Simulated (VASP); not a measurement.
# Ba2CBrO6 (Fm-3m) in VASP: notebook, part 2 of 3

VASP 6.6.1. Earlier steps stand in the parts before.

## (3) Single point, r2SCAN

POSCAR reads:

```
Ba2CBrO6
1.0
    0.0000000000      4.0848820000      4.0848820000
    4.0848820000      0.0000000000      4.0848820000
    4.0848820000      4.0848820000      0.0000000000
Br O C Ba
1 6 1 2
Direct
    0.5000000000      0.5000000000      0.5000000000
    0.7650000000      0.2350000000      0.2350000000
    0.2350000000      0.7650000000      0.2350000000
    0.2350000000      0.7650000000      0.7650000000
    0.7650000000      0.2350000000      0.7650000000
    0.2350000000      0.2350000000      0.7650000000
    0.7650000000      0.7650000000      0.2350000000
    0.0000000000      0.0000000000      0.0000000000
    0.2500000000      0.2500000000      0.2500000000
    0.7500000000      0.7500000000      0.7500000000
```

INCAR.step1 reads:

```
PREC     = Accurate       # precision mode
ENCUT    = 520            # plane-wave cutoff, eV
ISMEAR   = -1             # smearing method
SIGMA    = 0.1            # smearing width, eV
LREAL    = False          # projectors in reciprocal space
LASPH    = True           # aspherical terms in the spheres
NELM     = 60             # most SCF steps
NBANDS   = 44             # bands
GGA      = PE             # functional
ALGO     = Normal         # electronic algorithm
EDIFF    = 1E-4           # SCF threshold, eV
LWAVE    = True           # write WAVECAR
LCHARG   = False          # write CHGCAR
```

INCAR.step2 reads:

```
PREC     = Accurate       # precision mode
ENCUT    = 520            # plane-wave cutoff, eV
EDIFF    = 1E-6           # SCF threshold, eV
ISMEAR   = -1             # smearing method
SIGMA    = 0.1            # smearing width, eV
LREAL    = False          # projectors in reciprocal space
LASPH    = True           # aspherical terms in the spheres
NELM     = 60             # most SCF steps
ALGO     = Normal         # electronic algorithm
ISIF     = 2              # what is computed and relaxed
LWAVE    = False          # write WAVECAR
LCHARG   = False          # write CHGCAR
METAGGA  = R2SCAN         # meta-GGA
LMIXTAU  = True         
NBANDS   = 44             # bands
ISTART   = 1
```

KPOINTS reads:

```
Automatic mesh
0
Gamma
  4 4 4
```

Potentials or basis: VASP PAW PBE potentials, release 64 (Br, O, C, Ba_sv).

On the command line:

```bash
$ cat potpaw_PBE.64/Br/POTCAR potpaw_PBE.64/O/POTCAR potpaw_PBE.64/C/POTCAR potpaw_PBE.64/Ba_sv/POTCAR > POTCAR
$ cp INCAR.step1 INCAR
$ mpirun -np 1 vasp_std > vasp.out
$ cp INCAR.step2 INCAR
$ mpirun -np 1 vasp_std > vasp.out
```

OUTCAR:

```text
PREC = Accurate
   ENCUT = 520
   EDIFF = 1E-6
   ISMEAR = -1
   LREAL = False
   LASPH = True
   NELM = 60
   ISIF = 2
   METAGGA = R2SCAN
   ISTART = 1

 ion  position               nearest neighbor table
   1  0.500  0.500  0.500-   2 2.16   3 2.16   4 2.16   5 2.16   6 2.16   7 2.16   9 3.54   9 3.54
                             9 3.54   9 3.54  10 3.54  10 3.54  10 3.54  10 3.54
   2  0.765  0.235  0.235-   8 1.92   1 2.16  10 2.89  10 2.89   9 2.89   9 2.89
   3  0.235  0.765  0.235-   8 1.92   1 2.16  10 2.89  10 2.89   9 2.89   9 2.89
   4  0.235  0.765  0.765-   8 1.92   1 2.16  10 2.89  10 2.89   9 2.89   9 2.89
   5  0.765  0.235  0.765-   8 1.92   1 2.16  10 2.89  10 2.89   9 2.89   9 2.89
   6  0.235  0.235  0.765-   8 1.92   1 2.16  10 2.89  10 2.89   9 2.89   9 2.89
   7  0.765  0.765  0.235-   8 1.92   1 2.16  10 2.89  10 2.89   9 2.89   9 2.89
   8  0.000  0.000  0.000-   2 1.92   3 1.92   4 1.92   5 1.92   6 1.92   7 1.92
   9  0.250  0.250  0.250-   2 2.89   5 2.89   7 2.89   3 2.89   4 2.89   7 2.89   4 2.89   5 2.89
                             6 2.89   2 2.89   3 2.89   6 2.89   1 3.54   1 3.54   1 3.54   1 3.54
  10  0.750  0.750  0.750-   4 2.89   5 2.89   7 2.89   2 2.89   3 2.89   7 2.89   2 2.89   5 2.89
                             6 2.89   3 2.89   4 2.89   6 2.89   1 3.54   1 3.54   1 3.54   1 3.54

  LATTYP: Found a face centered cubic cell.
 ALAT       =     8.1697640000

  Lattice vectors:

 A1 = (   0.0000000000,   4.0848820000,   4.0848820000)
 A2 = (   4.0848820000,   0.0000000000,   4.0848820000)
 A3 = (   4.0848820000,   4.0848820000,   0.0000000000)

Analysis of symmetry for initial positions (statically):
=====================================================================
 Subroutine PRICEL returns:
 Original cell was already a primitive cell.

 Routine SETGRP: Setting up the symmetry group for a
 face centered cubic supercell.

 Subroutine GETGRP returns: Found 48 space group operations
 (whereof 48 operations were pure point group operations)
 out of a pool of 48 trial point group operations.

The static configuration has the point symmetry O_h .

Analysis of symmetry for dynamics (positions and initial velocities):
=====================================================================
 Subroutine PRICEL returns:
 Original cell was already a primitive cell.

 Routine SETGRP: Setting up the symmetry group for a
 face centered cubic supercell.

 Subroutine GETGRP returns: Found 48 space group operations
 (whereof 48 operations were pure point group operations)
 out of a pool of 48 trial point group operations.

The dynamic configuration has the point symmetry O_h .

 Subroutine INISYM returns: Found 48 space group operations
 (whereof 48 operations are pure point group operations),
 and found     1 'primitive' translations

----------------------------------------------------------------------------------------

                                     Primitive cell

  volume of cell :     136.3228

  direct lattice vectors                    reciprocal lattice vectors
     0.000000000  4.084882000  4.084882000    -0.122402557  0.122402557  0.122402557
     4.084882000  0.000000000  4.084882000     0.122402557 -0.122402557  0.122402557
[... 66 lines left out ...]
   k-points           NKPTS =      8   k-points in BZ     NKDIM =      8   number of bands    NBANDS=     44
   number of dos      NEDOS =    301   number of ions     NIONS =     10
   total plane-waves  NPLWV = 110592
   dimension x,y,z NGX =    48 NGY =   48 NGZ =   48
   dimension x,y,z NGXF=    96 NGYF=   96 NGZF=   96
   ions per type =               1   6   1   2
   NGX,Y,Z   is equivalent  to a cutoff of  13.81, 13.81, 13.81 a.u.
   NGXF,Y,Z  is equivalent  to a cutoff of  27.63, 27.63, 27.63 a.u.
 SYSTEM =  unknown system
   PREC   = accura    normal or accurate (medium, high low for compatibility)
   ISTART =      1    job   : 0-new  1-cont  2-samecut
   ICHARG =      0    charge: 1-file 2-atom 10-const
   ISPIN  =      1    spin polarized calculation?
   LNONCOLLINEAR =      F non collinear calculations
   LSORBIT =      F    spin-orbit coupling
   LASPH  =      T    aspherical Exc in radial PAW
   ENCUT  =  520.0 eV  38.22 Ry    6.18 a.u.  10.74 10.74 10.74*2*pi/ulx,y,z
   NELM   =     60;   NELMIN=  2; NELMDL=  0     # of ELM steps
   EDIFF  = 0.1E-05   stopping-criterion for ELM
   LREAL  =      F    real-space projection
   EDIFFG = 0.1E-04   stopping-criterion for IOM
   NSW    =      0    number of steps for IOM
   IBRION =     -1    ionic relax: 0-MD 1-quasi-New 2-CG
   NFREE  =      0    steps in history (QN), initial steepest desc. (CG)
   ISIF   =      2    stress and relaxation
   ISYM   =      2    0-nonsym 1-usesym 2-fastsym
   POTIM  = 0.5000    time-step for ionic-motion
   TEBEG  =    0.0;   TEEND  =   0.0 temperature during run
   PSTRESS=    0.0 pullay stress
   NELECT =      67.0000    total number of electrons
   NUPDOWN=      -1.0000    fix difference up-down
   EMIN   =  10.00;   EMAX   =-10.00  energy-range for DOS
   EFERMI =   0.00;   METHOD = LEGACY
   ISMEAR =    -1;   SIGMA  =   0.10  broadening in eV -4-tet -1-fermi 0-gaus
   EFERMI_NEDOS =   21; number of points for ismear=-14 and -15
   IALGO  =     38    algorithm
   IMIX   =      4    mixing-type and parameters
     AMIX     =   0.40;   BMIX     =  1.00
     AMIX_MAG =   1.60;   BMIX_MAG =  1.00
  volume/ion in A,a.u.               =      13.63        92.00
  Fermi-wavevector in a.u.,A,eV,Ry     =   1.291944  2.441420 22.709736  1.669118
  Thomas-Fermi vector in A             =   2.423682
   LORBIT       =      0    0 simple, 1 ext, 2 COOP (PROOUT), +10 PAW based schemes
   METAGGA = R2SCAN    functional components
   LHFCALC =     F    Hartree Fock is set to
   AEXX    =    0.0000 exact exchange contribution
   IVDW    =     0    specifies the selected vdW correction
   LEPSILON=     F    determine dielectric tensor
   LRPA    =     F    only Hartree local field effects (RPA)
 non-spin polarized calculation
  energy-cutoff  :      520.00
  volume of cell :      136.32
 maximum number of plane-waves:      3695
 NGX is ok and might be reduce to    48
   NGX = 21   NGY = 21   NGZ = 21

 number of electron      67.0000014 magnetization

 Free energy of the ion-electron system (eV)
  ---------------------------------------------------
  ext. energy  EPLUGINS =         0.00000000
  ---------------------------------------------------
  free energy    TOTEN  =      -118.36641969 eV

  energy without entropy =     -118.24784846  energy(sigma->0) =     -118.30713408

 E-fermi :   2.1546     XC(G=0): -11.3394

 val. band max:        2.1274772293   @ k =   0.0000   0.0000   0.0000
 cond. band min:       2.2492917224   @ k =  -0.2500   0.2500   0.0000
 fundamental gap:      0.1218144931
 Fermi energy:         2.1546284347

 k-point     1 :       0.0000    0.0000    0.0000
  band No.  band energies     occupation
      1     -23.3898      2.00000
      2     -23.1657      2.00000
      3     -17.7671      2.00000
      4     -15.5103      2.00000
      5     -15.5103      2.00000
      6     -15.5103      2.00000
[... 365 lines left out ...]
     43      11.2032      0.00000
     44      11.2666      0.00000

------------------------ aborting loop because EDIFF is reached ----------------------------------------

  FORCE on cell =-STRESS in cart. coord.  units (eV):
  Direction    XX          YY          ZZ          XY          YZ          ZX
  --------------------------------------------------------------------------------------
  -------------------------------------------------------------------------------------
  Total       -7.3969255     -7.3969255     -7.3969255      0.0000000      0.0000000     -0.0000000
  in kB      -86.9347248    -86.9347248    -86.9347248      0.0000000      0.0000000     -0.0000000
  external PRESSURE =     -86.9347248 kB  Pullay stress =       0.0000000 kB

 VOLUME and BASIS-vectors are now :
 -----------------------------------------------------------------------------
  energy-cutoff  :      520.00
  volume of cell :      136.32
      direct lattice vectors                 reciprocal lattice vectors
     0.000000000  4.084882000  4.084882000    -0.122402557  0.122402557  0.122402557
     4.084882000  0.000000000  4.084882000     0.122402557 -0.122402557  0.122402557
     4.084882000  4.084882000  0.000000000     0.122402557  0.122402557 -0.122402557

 POSITION                                       TOTAL-FORCE (eV/Angst)
 -----------------------------------------------------------------------------------
      4.08488      4.08488      4.08488        -0.000000      0.000000     -0.000000
      1.91989      4.08488      4.08488        -0.419767      0.000000     -0.000000
      4.08488      1.91989      4.08488        -0.000000     -0.419767     -0.000000
      6.24987      4.08488      4.08488         0.419767      0.000000     -0.000000
      4.08488      6.24987      4.08488        -0.000000      0.419767     -0.000000
      4.08488      4.08488      1.91989        -0.000000      0.000000     -0.419767
      4.08488      4.08488      6.24987        -0.000000      0.000000      0.419767
      0.00000      0.00000      0.00000        -0.000000      0.000000     -0.000000
      2.04244      2.04244      2.04244        -0.000000     -0.000000     -0.000000
      6.12732      6.12732      6.12732         0.000000      0.000000     -0.000000
 -----------------------------------------------------------------------------------
    total drift:                               -0.000000     -0.000000     -0.000000

  FREE ENERGIE OF THE ION-ELECTRON SYSTEM (eV)
  ---------------------------------------------------
  free  energy   TOTEN  =      -118.3664196905 eV

  energy  without entropy=     -118.2478484641  energy(sigma->0) =     -118.30713408
```

It took 3.2 min on 1 thread of AMD EPYC 9R45 (Zen 5), shared host; peak memory 0.35 GiB.

What came out:

- Free energy: -118.3664 eV
- Pressure: -8.7 GPa
- Largest force: 0.420 eV/Å

Forces on the atoms (eV/Å):
```
Br   0.000  0.000  0.000
O   -0.420  0.000  0.000
O    0.000 -0.420  0.000
O    0.420  0.000  0.000
O    0.000  0.420  0.000
O    0.000  0.000 -0.420
O    0.000  0.000  0.420
C    0.000  0.000  0.000
Ba   0.000  0.000  0.000
Ba   0.000  0.000  0.000
```

Caveat: the PAW data sets were made with another functional, which shifts forces and pressure a little; spin-orbit coupling is left out, which moves the levels of the heavy elements; an odd number of electrons without spin polarisation forces a metal; a magnetic or distorted state may lie lower.

## (4) Single point, r2SCAN

POSCAR is that of step 3.

INCAR.step1 reads:

```
  ALGO = Normal
  EDIFF = 1E-4
  ENCUT = 520
  GGA = PE
  ISMEAR = -1
  LASPH = T
  LCHARG = F
  LREAL = F
  LWAVE = T
  NBANDS = 44
  NELECT = 66.0
  NELM = 100
  PREC = Accurate
  SIGMA = 0.1
```

INCAR.step2 reads:

```
  ALGO = Normal
  EDIFF = 1E-6
  ENCUT = 520
  ISIF = 2
  ISMEAR = -1
  ISTART = 1
  LASPH = T
  LCHARG = F
  LMIXTAU = T
  LREAL = F
  LWAVE = F
  METAGGA = R2SCAN
  NBANDS = 44
  NELECT = 66.0
  NELM = 100
  PREC = Accurate
  SIGMA = 0.1
```

KPOINTS reads:

```
k-points
0
Gamma
  4 4 4
```

On the command line:

```bash
$ cat potpaw_PBE.64/Br/POTCAR potpaw_PBE.64/O/POTCAR potpaw_PBE.64/C/POTCAR potpaw_PBE.64/Ba_sv/POTCAR > POTCAR
$ cp INCAR.step1 INCAR
$ mpirun -np 1 vasp_std > vasp.out
$ cp INCAR.step2 INCAR
$ mpirun -np 1 vasp_std > vasp.out
```

Wall time 3.9 min (1 thread of AMD EPYC 9R45 (Zen 5), shared host); peak memory 0.35 GiB.

It converged, with:

```yaml
Free_energy: -120.2613 eV
Largest_force: 0.565 eV/Å
```

Forces in eV/Å, atoms in the order of the input:
```
Br   0.000  0.000  0.000
O   -0.565  0.000  0.000
O    0.000 -0.565  0.000
O    0.565  0.000  0.000
O    0.000  0.565  0.000
O    0.000  0.000 -0.565
O    0.000  0.000  0.565
C    0.000  0.000  0.000
Ba   0.000  0.000  0.000
Ba   0.000  0.000  0.000
```

Levels at points of the mesh, in eV from the Fermi level:
| k point | band 31 | band 32 | band 33 | band 34 | band 35 | band 36 |
| --- | --- | --- | --- | --- | --- | --- |
| (0.00, 0.00, 0.00) | 0.05 | 0.05 | 0.05 | 0.19 | 0.19 | 0.19 |
| (0.50, 0.00, 0.00) | -0.43 | -0.32 | -0.28 | -0.28 | 3.01 | 3.01 |
| (0.50, 0.50, 0.00) | -0.90 | -0.17 | -0.02 | 1.21 | 1.21 | 1.68 |

Caveat: the cell carries a net charge on a neutralising background, which shifts energy and pressure; the cell is charged against a uniform background, so pressure and absolute levels hang on convention; the PAW data sets were made with another functional, which shifts forces and pressure a little; spin-orbit coupling is left out, which moves the levels of the heavy elements.

(Part 2 of 3 ends here.)
